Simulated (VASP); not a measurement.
# Se (P3_121) in VASP: further runs, part 2 of 2

VASP 6.6.1.

## (4) Single point, PBE

This run uses another cell than the first one, of 29.31 Å³/atom.

Input file INCAR:

```
SYSTEM = Se
ALGO = Normal
EDIFF = 1E-6
ENCUT = 500
GGA = PE
GGA_COMPAT = .FALSE.
ISIF = 2
ISMEAR = 0
LASPH = .TRUE.
LCHARG = .FALSE.
LREAL = .FALSE.
LWAVE = .FALSE.
NBANDS = 16
NELM = 120
PREC = Accurate
SIGMA = 0.01
```

Input file KPOINTS:

```
k-points
0
G
  5 5 4
  0 0 0
```

Input file POSCAR:

```
Se
1.0
    4.4727344385      0.0000000000      0.0000000000
   -2.2363672192      3.8735015272      0.0000000000
    0.0000000000      0.0000000000      5.0744668852
Se
3
Direct
    0.2254000000      0.0000000000      0.3333333333
    0.0000000000      0.2254000000      0.6666666667
    0.7746000000      0.7746000000      0.0000000000
```

Potentials or basis: VASP PAW PBE potentials, release 64 (Se).

Launch:

```bash
cat potpaw_PBE.64/Se/POTCAR > POTCAR
mpirun -np 1 vasp_std > vasp.out
```

OUTCAR:

```text
SYSTEM = Se
   EDIFF = 1E-6
   ENCUT = 500
   GGA = PE
   ISIF = 2
   ISMEAR = 0
   LASPH = .TRUE.
   LREAL = .FALSE.
   NELM = 120
   PREC = Accurate

 ion  position               nearest neighbor table
   1  0.225  0.000  0.333-   3 2.43   2 2.43
   2  0.000  0.225  0.667-   3 2.43   1 2.43
   3  0.775  0.775  0.000-   2 2.43   1 2.43

  LATTYP: Found a hexagonal cell.
 ALAT       =     4.4727344385
 C/A-ratio  =     1.1345334616

  Lattice vectors:

 A1 = (   4.4727344385,   0.0000000000,   0.0000000000)
 A2 = (  -2.2363672192,   3.8735015272,   0.0000000000)
 A3 = (   0.0000000000,   0.0000000000,   5.0744668852)

Analysis of symmetry for initial positions (statically):
=====================================================================
 Subroutine PRICEL returns:
 Original cell was already a primitive cell.

 Routine SETGRP: Setting up the symmetry group for a
 hexagonal supercell.

 Subroutine GETGRP returns: Found  6 space group operations
 (whereof  2 operations were pure point group operations)
 out of a pool of 24 trial point group operations.

The static configuration has the point symmetry C_2 .
 The point group associated with its full space group is D_3 .

Analysis of symmetry for dynamics (positions and initial velocities):
=====================================================================
 Subroutine PRICEL returns:
 Original cell was already a primitive cell.

 Routine SETGRP: Setting up the symmetry group for a
 hexagonal supercell.

 Subroutine GETGRP returns: Found  6 space group operations
 (whereof  2 operations were pure point group operations)
 out of a pool of 24 trial point group operations.

The dynamic configuration has the point symmetry C_2 .
 The point group associated with its full space group is D_3 .

 Subroutine INISYM returns: Found  6 space group operations
 (whereof  2 operations are pure point group operations),
 and found     1 'primitive' translations
[... 107 lines left out ...]
   IMIX   =      4    mixing-type and parameters
     AMIX     =   0.40;   BMIX     =  1.00
     AMIX_MAG =   1.60;   BMIX_MAG =  1.00
  volume/ion in A,a.u.               =      29.31       197.76
  Fermi-wavevector in a.u.,A,eV,Ry     =   0.964887  1.823373 12.667125  0.931007
  Thomas-Fermi vector in A             =   2.094557
   LORBIT       =      0    0 simple, 1 ext, 2 COOP (PROOUT), +10 PAW based schemes
   GGA     = PE    functional components
   LHFCALC =     F    Hartree Fock is set to
   AEXX    =    0.0000 exact exchange contribution
   IVDW    =     0    specifies the selected vdW correction
   LEPSILON=     F    determine dielectric tensor
   LRPA    =     F    only Hartree local field effects (RPA)
 non-spin polarized calculation
 Gauss-broadening in eV      SIGMA  =   0.01
  energy-cutoff  :      500.00
  volume of cell :       87.92
 maximum number of plane-waves:      2246
 NGX is ok and might be reduce to    36
   NGX = 17   NGY = 17   NGZ = 19

 number of electron      17.9999999 magnetization

 Free energy of the ion-electron system (eV)
  ---------------------------------------------------
  ext. energy  EPLUGINS =         0.00000000
  ---------------------------------------------------
  free energy    TOTEN  =       -10.50096599 eV

  energy without entropy =      -10.50096599  energy(sigma->0) =      -10.50096599

 E-fermi :   2.0078     XC(G=0):  -8.5315

 val. band max:        1.9187437979   @ k =   0.4000   0.2000   0.5000
 cond. band min:       3.1750095201   @ k =   0.4000   0.2000   0.5000
 fundamental gap:      1.2562657222
 Fermi energy:         2.0077834935

 k-point     1 :       0.0000    0.0000    0.0000
  band No.  band energies     occupation
      1     -13.3107      2.00000
      2      -9.5913      2.00000
      3      -9.5913      2.00000
      4      -1.6589      2.00000
      5      -1.6589      2.00000
      6      -1.4593      2.00000
[... 300 lines left out ...]
      3      -8.5695      2.00000
      4      -3.3528      2.00000
      5      -2.4338      2.00000
      6      -2.3594      2.00000
[... 8 lines left out ...]
     15      10.7126      0.00000
     16      10.8582      0.00000

------------------------ aborting loop because EDIFF is reached ----------------------------------------

  FORCE on cell =-STRESS in cart. coord.  units (eV):
  Direction    XX          YY          ZZ          XY          YZ          ZX
  --------------------------------------------------------------------------------------
  -------------------------------------------------------------------------------------
  Total       -0.4674845     -0.4674845     -0.6514304     -0.0000000      0.0000000      0.0000000
  in kB       -8.5194302     -8.5194297    -11.8716573     -0.0000000      0.0000000      0.0000000
  external PRESSURE =      -9.6368391 kB  Pullay stress =       0.0000000 kB

 VOLUME and BASIS-vectors are now :
 -----------------------------------------------------------------------------
  energy-cutoff  :      500.00
  volume of cell :       87.92
      direct lattice vectors                 reciprocal lattice vectors
     4.472734438  0.000000000  0.000000000     0.223576878  0.129082174  0.000000000
    -2.236367219  3.873501527  0.000000000     0.000000000  0.258164349  0.000000000
     0.000000000  0.000000000  5.074466885     0.000000000  0.000000000  0.197065036

 POSITION                                       TOTAL-FORCE (eV/Angst)
 -----------------------------------------------------------------------------------
      1.00815      0.00000      1.69149        -0.262721     -0.000000      0.000000
     -0.50408      0.87309      3.38298         0.131360     -0.227523     -0.000000
      1.73229      3.00041      0.00000         0.131360      0.227523     -0.000000
 -----------------------------------------------------------------------------------
    total drift:                                0.000000     -0.000000      0.000000

  FREE ENERGIE OF THE ION-ELECTRON SYSTEM (eV)
  ---------------------------------------------------
  free  energy   TOTEN  =       -10.5009659921 eV

  energy  without entropy=      -10.5009659921  energy(sigma->0) =      -10.50096599
```

OSZICAR:

```text
N       E                     dE             d eps       ncg     rms          rms(c)
DAV:   1     0.801925099819E+02    0.80193E+02   -0.67493E+03   544   0.886E+02
DAV:   2    -0.508221618279E+01   -0.85275E+02   -0.80966E+02   720   0.150E+02
DAV:   3    -0.105418634589E+02   -0.54596E+01   -0.54416E+01   648   0.431E+01
DAV:   4    -0.105841483187E+02   -0.42285E-01   -0.42278E-01   720   0.452E+00
DAV:   5    -0.105844535644E+02   -0.30525E-03   -0.30524E-03   680   0.380E-01    0.622E+00
DAV:   6    -0.105227296138E+02    0.61724E-01   -0.36575E-02   624   0.119E+00    0.384E+00
DAV:   7    -0.105013555988E+02    0.21374E-01   -0.74503E-02   648   0.168E+00    0.194E-01
DAV:   8    -0.105007966423E+02    0.55896E-03   -0.90674E-03   640   0.567E-01    0.940E-02
DAV:   9    -0.105009262760E+02   -0.12963E-03   -0.27344E-04   760   0.110E-01    0.305E-02
DAV:  10    -0.105009631510E+02   -0.36875E-04   -0.57790E-05   632   0.502E-02    0.792E-03
DAV:  11    -0.105009661141E+02   -0.29631E-05   -0.87461E-06   720   0.171E-02    0.363E-03
DAV:  12    -0.105009659921E+02    0.12203E-06   -0.17472E-06   560   0.831E-03
   1 F= -.10500966E+02 E0= -.10500966E+02  d E =-.125435E-37
```

stdout:

```text
POSCAR found type information on POSCAR Se
 POSCAR found :  1 types and       3 ions
 scaLAPACK will be used
 LDA part: xc-table for (Slater+PW92), standard interpolation
 POSCAR, INCAR and KPOINTS ok, starting setup
 FFT: planning ... GRIDC
 FFT: planning ... GRID_SOFT
 FFT: planning ... GRID
 WAVECAR not read
 entering main loop
```

It took 19 s on 1 thread of Intel Xeon Platinum 8259CL at 2.50GHz (Skylake/Cascade Lake), shared host; peak memory 0.21 GiB.

What came out:

```
Free energy            : -10.5010 eV
Pressure               : -1.0 GPa
Largest force          : 0.263 eV/Å
Band gap on the k mesh : 1.26 eV
```

Forces in eV/Å, atoms in the order of the input:
```
Se  -0.263  0.000  0.000
Se   0.131 -0.228  0.000
Se   0.131  0.228  0.000
```

Stress tensor (GPa, compression positive):
```
-0.85  0.00  0.00
 0.00 -0.85  0.00
 0.00  0.00 -1.19
```

Caveat: an odd mesh through Γ misses points on the zone boundary, where band edges can lie.

## (5) Single point, PBE

This run uses another cell than the first one, of 29.99 Å³/atom.

Input file INCAR:

```
PREC = Accurate ; ENCUT = 500
EDIFF = 1E-6 ; ISMEAR = 0
SIGMA = 0.01 ; LREAL = F
LASPH = T ; NELM = 120
ALGO = Normal ; ISIF = 2
LWAVE = F ; LCHARG = F
GGA = PE ; NBANDS = 16
GGA_COMPAT = F
```

Input file KPOINTS:

```
regular mesh
0
Gamma
  5 5 4
```

Input file POSCAR:

```
Se
1.0
    4.5071414401      0.0000000000      0.0000000000
   -2.2535707201      3.9032988638      0.0000000000
    0.0000000000      0.0000000000      5.1135027799
Se
3
Direct
    0.2254000000      0.0000000000      0.3333333333
    0.0000000000      0.2254000000      0.6666666667
    0.7746000000      0.7746000000      0.0000000000
```

Launch:

```bash
cat potpaw_PBE.64/Se/POTCAR > POTCAR
mpirun -np 1 vasp_std > vasp.out
```

Wall time 23 s (1 thread of Intel Xeon Platinum 8259CL at 2.50GHz (Skylake/Cascade Lake), shared host); peak memory 0.21 GiB.

The run converged. Its results:

| Quantity | Value |
| --- | --- |
| Free energy | -10.4823 eV |
| Pressure | -2.0 GPa |
| Largest force | 0.458 eV/Å |
| Band gap on the k mesh | 1.23 eV |

Forces on the atoms (eV/Å):
```
Se  -0.458  0.000  0.000
Se   0.229 -0.397  0.000
Se   0.229  0.397  0.000
```

Stress tensor (GPa, compression positive):
```
-1.65  0.00  0.00
 0.00 -1.65  0.00
 0.00  0.00 -2.55
```

Levels at points of the mesh, in eV from the valence-band top:
| k point | band 5 | band 6 | band 7 | band 8 | band 9 | band 10 | band 11 | band 12 | band 13 | band 14 |
| --- | --- | --- | --- | --- | --- | --- | --- | --- | --- | --- |
| (0.00, 0.00, 0.00) | -3.51 | -3.27 | -1.65 | -1.65 | -0.26 | 1.79 | 1.79 | 2.17 | 6.02 | 6.75 |
| (0.00, 0.00, 0.50) | -3.02 | -3.02 | -1.22 | -1.22 | -0.88 | 1.29 | 1.29 | 1.32 | 6.60 | 7.51 |

Caveat: an odd mesh through Γ misses points on the zone boundary, where band edges can lie.

## (6) Summary

| cell | gap on the mesh (eV) | pressure (GPa) | largest force (eV/Å) |
| --- | --- | --- | --- |
| a = 4.402, b = 4.402, c = 4.995 Å, angles 90.0, 90.0, 120.0°, 3 atoms | 1.26 | 1.5 | 0.18 |
| a = 4.438, b = 4.438, c = 5.035 Å, angles 90.0, 90.0, 120.0°, 3 atoms | 1.27 | 0.2 | 0.05 |
| a = 4.473, b = 4.473, c = 5.074 Å, angles 90.0, 90.0, 120.0°, 3 atoms | 1.26 | -1.0 | 0.26 |
| a = 4.507, b = 4.507, c = 5.114 Å, angles 90.0, 90.0, 120.0°, 3 atoms | 1.23 | -2.0 | 0.46 |

Alike in all rows: task single point; level PBE; potentials or basis VASP PAW PBE potentials, release 64 (Se); no spin polarisation; k mesh 5 × 5 × 4; cutoff (eV) 500; smearing gaussian 0.01 eV.

Caveats: an odd mesh through Γ misses points on the zone boundary, where band edges can lie.

Total energies depend on the potentials used, so only differences within one code and one set of settings carry meaning.
